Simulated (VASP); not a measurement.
# Sr (Fm-3m) in VASP: settings compared, part 2 of 2

VASP 6.6.1. Earlier steps stand in the parts before.

## Step 5: Single point, LDA (volume scaled by 0.94)

File INCAR:

```
ALGO = Normal ; EDIFF = 1E-6
ENCUT = 520 ; GGA = CA
ISIF = 2 ; ISMEAR = -1
LASPH = True ; LCHARG = True
LELF = True ; LREAL = False
LVHAR = True ; LWAVE = False
NBANDS = 11 ; NELM = 60
PREC = Accurate ; SIGMA = 0.02
```

File KPOINTS:

```
k-points
0
Gamma
  8 8 8
```

File POSCAR:

```
Sr
1.0
    0.0000000000      2.9802437979      2.9802437979
    2.9802437979      0.0000000000      2.9802437979
    2.9802437979      2.9802437979      0.0000000000
Sr
1
Direct
    0.0000000000      0.0000000000      0.0000000000
```

Potentials or basis: VASP PAW LDA potentials, release 64 (Sr_sv).

On the command line:

```sh
cat potpaw_LDA.64/Sr_sv/POTCAR > POTCAR
mpirun -np 1 vasp_std > vasp.out
```

OUTCAR:

```text
EDIFF = 1E-6
   ENCUT = 520
   GGA = CA
   ISIF = 2
   ISMEAR = -1
   LASPH = True
   LREAL = False
   NELM = 60
   PREC = Accurate

 ion  position               nearest neighbor table
   1  0.000  0.000  0.000-

  LATTYP: Found a face centered cubic cell.
 ALAT       =     5.9604875958

  Lattice vectors:

 A1 = (   0.0000000000,   2.9802437979,   2.9802437979)
 A2 = (   2.9802437979,   0.0000000000,   2.9802437979)
 A3 = (   2.9802437979,   2.9802437979,   0.0000000000)

Analysis of symmetry for initial positions (statically):
=====================================================================
 Subroutine PRICEL returns:
 Original cell was already a primitive cell.

 Routine SETGRP: Setting up the symmetry group for a
 face centered cubic supercell.

 Subroutine GETGRP returns: Found 48 space group operations
 (whereof 48 operations were pure point group operations)
 out of a pool of 48 trial point group operations.

The static configuration has the point symmetry O_h .

Analysis of symmetry for dynamics (positions and initial velocities):
=====================================================================
 Subroutine PRICEL returns:
 Original cell was already a primitive cell.

 Routine SETGRP: Setting up the symmetry group for a
 face centered cubic supercell.

 Subroutine GETGRP returns: Found 48 space group operations
 (whereof 48 operations were pure point group operations)
 out of a pool of 48 trial point group operations.

The dynamic configuration has the point symmetry O_h .

 Subroutine INISYM returns: Found 48 space group operations
 (whereof 48 operations are pure point group operations),
 and found     1 'primitive' translations

----------------------------------------------------------------------------------------

                                     Primitive cell

  volume of cell :      52.9402

  direct lattice vectors                    reciprocal lattice vectors
     0.000000000  2.980243798  2.980243798    -0.167771509  0.167771509  0.167771509
     2.980243798  0.000000000  2.980243798     0.167771509 -0.167771509  0.167771509
     2.980243798  2.980243798  0.000000000     0.167771509  0.167771509 -0.167771509

  length of vectors
     4.214701198  4.214701198  4.214701198     0.290588778  0.290588778  0.290588778

  position of ions in fractional coordinates (direct lattice)
     0.000000000  0.000000000  0.000000000

  ion indices of the primitive-cell ions
   primitive index   ion index
                 1           1

----------------------------------------------------------------------------------------

 KPOINTS: k-points

Automatic generation of k-mesh.
 Grid dimensions read from file:
 generate k-points for:    8    8    8

 Generating k-lattice:

  Cartesian coordinates                     Fractional coordinates (reciprocal lattice)
    -0.020971439  0.020971439  0.020971439     0.125000000  0.000000000  0.000000000
     0.020971439 -0.020971439  0.020971439     0.000000000  0.125000000  0.000000000
     0.020971439  0.020971439 -0.020971439     0.000000000  0.000000000  0.125000000

  Length of vectors
     0.036323597  0.036323597  0.036323597

  Shift w.r.t. Gamma in fractional coordinates (k-lattice)
     0.000000000  0.000000000  0.000000000

 Subroutine IBZKPT returns following result:
 ===========================================

 Found     29 irreducible k-points:

 Following reciprocal coordinates:
            Coordinates               Weight
  0.000000  0.000000  0.000000      1.000000
  0.125000  0.000000  0.000000      8.000000
  0.250000  0.000000  0.000000      8.000000
  0.375000  0.000000  0.000000      8.000000
  0.500000  0.000000  0.000000      4.000000
  0.125000  0.125000  0.000000      6.000000
[... 16 lines left out ...]
  0.500000  0.250000  0.125000     48.000000
 -0.375000  0.250000  0.125000     24.000000
 [... further k-points ...]
   k-points           NKPTS =     29   k-points in BZ     NKDIM =     29   number of bands    NBANDS=     11
   number of dos      NEDOS =    301   number of ions     NIONS =      1
   total plane-waves  NPLWV =  32768
   dimension x,y,z NGX =    32 NGY =   32 NGZ =   32
   dimension x,y,z NGXF=    64 NGYF=   64 NGZF=   64
   ions per type =               1
   NGX,Y,Z   is equivalent  to a cutoff of  12.62, 12.62, 12.62 a.u.
   NGXF,Y,Z  is equivalent  to a cutoff of  25.24, 25.24, 25.24 a.u.
 SYSTEM =  unknown system
   PREC   = accura    normal or accurate (medium, high low for compatibility)
   ISTART =      0    job   : 0-new  1-cont  2-samecut
   ICHARG =      2    charge: 1-file 2-atom 10-const
   ISPIN  =      1    spin polarized calculation?
   LNONCOLLINEAR =      F non collinear calculations
   LSORBIT =      F    spin-orbit coupling
   LASPH  =      T    aspherical Exc in radial PAW
   ENCUT  =  520.0 eV  38.22 Ry    6.18 a.u.   7.84  7.84  7.84*2*pi/ulx,y,z
   NELM   =     60;   NELMIN=  2; NELMDL= -5     # of ELM steps
   EDIFF  = 0.1E-05   stopping-criterion for ELM
   LREAL  =      F    real-space projection
   EDIFFG = 0.1E-04   stopping-criterion for IOM
   NSW    =      0    number of steps for IOM
   IBRION =     -1    ionic relax: 0-MD 1-quasi-New 2-CG
   NFREE  =      0    steps in history (QN), initial steepest desc. (CG)
   ISIF   =      2    stress and relaxation
   ISYM   =      2    0-nonsym 1-usesym 2-fastsym
   POTIM  = 0.5000    time-step for ionic-motion
   TEBEG  =    0.0;   TEEND  =   0.0 temperature during run
   PSTRESS=    0.0 pullay stress
   NELECT =      10.0000    total number of electrons
   NUPDOWN=      -1.0000    fix difference up-down
   EMIN   =  10.00;   EMAX   =-10.00  energy-range for DOS
   EFERMI =   0.00;   METHOD = LEGACY
   ISMEAR =    -1;   SIGMA  =   0.02  broadening in eV -4-tet -1-fermi 0-gaus
   EFERMI_NEDOS =   21; number of points for ismear=-14 and -15
   IALGO  =     38    algorithm
   IMIX   =      4    mixing-type and parameters
     AMIX     =   0.40;   BMIX     =  1.00
     AMIX_MAG =   1.60;   BMIX_MAG =  1.00
  volume/ion in A,a.u.               =      52.94       357.26
  Fermi-wavevector in a.u.,A,eV,Ry     =   0.939319  1.775055 12.004691  0.882320
  Thomas-Fermi vector in A             =   2.066619
   LORBIT       =      0    0 simple, 1 ext, 2 COOP (PROOUT), +10 PAW based schemes
   GGA     = CA    functional components
   LHFCALC =     F    Hartree Fock is set to
   AEXX    =    0.0000 exact exchange contribution
   IVDW    =     0    specifies the selected vdW correction
   LEPSILON=     F    determine dielectric tensor
   LRPA    =     F    only Hartree local field effects (RPA)
 non-spin polarized calculation
  energy-cutoff  :      520.00
  volume of cell :       52.94
 maximum number of plane-waves:      1458
   NGX = 15   NGY = 15   NGZ = 15

 number of electron      10.0000000 magnetization

 Free energy of the ion-electron system (eV)
  ---------------------------------------------------
  ext. energy  EPLUGINS =         0.00000000
  ---------------------------------------------------
  free energy    TOTEN  =        -1.88825442 eV

  energy without entropy =       -1.88716562  energy(sigma->0) =       -1.88771002

 E-fermi :   1.5899     XC(G=0):  -7.6768

 val. band max:        1.4224427334   @ k =  -0.3750   0.3750   0.0000
 cond. band min:       1.5940415159   @ k =  -0.2500   0.5000   0.2500
 fundamental gap:      0.1715987825
 Fermi energy:         1.5899392509

 k-point     1 :       0.0000    0.0000    0.0000
  band No.  band energies     occupation
      1     -34.8377      2.00000
      2     -16.8132      2.00000
      3     -16.8132      2.00000
      4     -16.8132      2.00000
      5      -2.1686      2.00000
      6       3.8293      0.00000
      7       3.8293      0.00000
      8       3.8293      0.00000
      9       5.3444      0.00000
     10       5.3444      0.00000
     11       8.8417      0.00000
[... 309 lines left out ...]
 k-point    24 :      -0.3750    0.2500    0.1250
  band No.  band energies     occupation
      1     -34.8175      2.00000
      2     -17.0120      2.00000
      3     -16.9048      2.00000
      4     -16.8638      2.00000
      5       1.0589      2.00000
      6       1.6267      0.27406
      7       2.8552      0.00000
      8       4.1773      0.00000
      9       5.8987      0.00000
     10       6.7459      0.00000
     11       6.8572      0.00000

 [... further k-points ...]

------------------------ aborting loop because EDIFF is reached ----------------------------------------

  FORCE on cell =-STRESS in cart. coord.  units (eV):
  Direction    XX          YY          ZZ          XY          YZ          ZX
  --------------------------------------------------------------------------------------
  -------------------------------------------------------------------------------------
  Total       -0.3575584     -0.3575584     -0.3575584      0.0000000      0.0000000     -0.0000000
  in kB      -10.8211206    -10.8211206    -10.8211206      0.0000000      0.0000000     -0.0000000
  external PRESSURE =     -10.8211206 kB  Pullay stress =       0.0000000 kB

 VOLUME and BASIS-vectors are now :
 -----------------------------------------------------------------------------
  energy-cutoff  :      520.00
  volume of cell :       52.94
      direct lattice vectors                 reciprocal lattice vectors
     0.000000000  2.980243798  2.980243798    -0.167771509  0.167771509  0.167771509
     2.980243798  0.000000000  2.980243798     0.167771509 -0.167771509  0.167771509
     2.980243798  2.980243798  0.000000000     0.167771509  0.167771509 -0.167771509

 POSITION                                       TOTAL-FORCE (eV/Angst)
 -----------------------------------------------------------------------------------
      0.00000      0.00000      0.00000         0.000000     -0.000000     -0.000000
 -----------------------------------------------------------------------------------
    total drift:                                0.000000      0.000000      0.000000

  FREE ENERGIE OF THE ION-ELECTRON SYSTEM (eV)
  ---------------------------------------------------
  free  energy   TOTEN  =        -1.8882544212 eV

  energy  without entropy=       -1.8871656217  energy(sigma->0) =       -1.88771002
```

OSZICAR:

```text
N       E                     dE             d eps       ncg     rms          rms(c)
DAV:   1     0.370268055218E+02    0.37027E+02   -0.48680E+03   638   0.787E+02
DAV:   2    -0.292697735159E+00   -0.37320E+02   -0.36658E+02   750   0.154E+02
DAV:   3    -0.181567971912E+01   -0.15230E+01   -0.15067E+01   910   0.235E+01
DAV:   4    -0.189031413839E+01   -0.74634E-01   -0.74503E-01   846   0.495E+00
DAV:   5    -0.189298471727E+01   -0.26706E-02   -0.26705E-02   891   0.698E-01    0.112E+01
DAV:   6    -0.189024388331E+01    0.27408E-02   -0.60600E-03   784   0.926E-01    0.629E+00
DAV:   7    -0.188830388397E+01    0.19400E-02   -0.10151E-02   740   0.116E+00    0.267E-01
DAV:   8    -0.188823622131E+01    0.67663E-04   -0.12125E-03   995   0.194E-01    0.612E-02
DAV:   9    -0.188825089824E+01   -0.14677E-04   -0.18837E-05   793   0.320E-02    0.269E-02
DAV:  10    -0.188825416121E+01   -0.32630E-05   -0.45776E-06   924   0.195E-02    0.991E-03
DAV:  11    -0.188825442117E+01   -0.25996E-06   -0.28218E-07   408   0.538E-03
   1 F= -.18882544E+01 E0= -.18877100E+01  d E =-.108880E-02
```

It took 14 s on 1 thread of Intel Xeon 8259CL, shared host; peak memory 0.16 GiB.

Results:

```
Free energy : -1.8883 eV
Pressure    : -1.1 GPa
```

## Step 6: Summary

```csv
level,potentials or basis,cell,smearing,gap on the mesh (eV),pressure (GPa)
PBEsol,"VASP PAW PBE potentials, release 64 (Sr_sv)","a = 4.303 Å, angles 60.0°, 1 atom",fermi-dirac 0.05 eV,none,-0.9
LDA,"VASP PAW LDA potentials, release 64 (Sr_sv)","a = 4.359 Å, angles 60.0°, 1 atom",fermi-dirac 0.05 eV,none,-1.9
LDA,"VASP PAW LDA potentials, release 64 (Sr_sv)","a = 4.387 Å, angles 60.0°, 1 atom",fermi-dirac 0.05 eV,none,-2.0
LDA,"VASP PAW LDA potentials, release 64 (Sr_sv)","a = 4.215 Å, angles 60.0°, 1 atom",fermi-dirac 0.02 eV,-,-1.1
```

Alike in all rows: task single point; no spin polarisation; k mesh 8 × 8 × 8; cutoff (eV) 520.

Caveats: the PAW data sets were made with another functional, which shifts forces and pressure a little (some runs).

Total energies depend on the potentials used, so only differences within one code and one set of settings carry meaning.
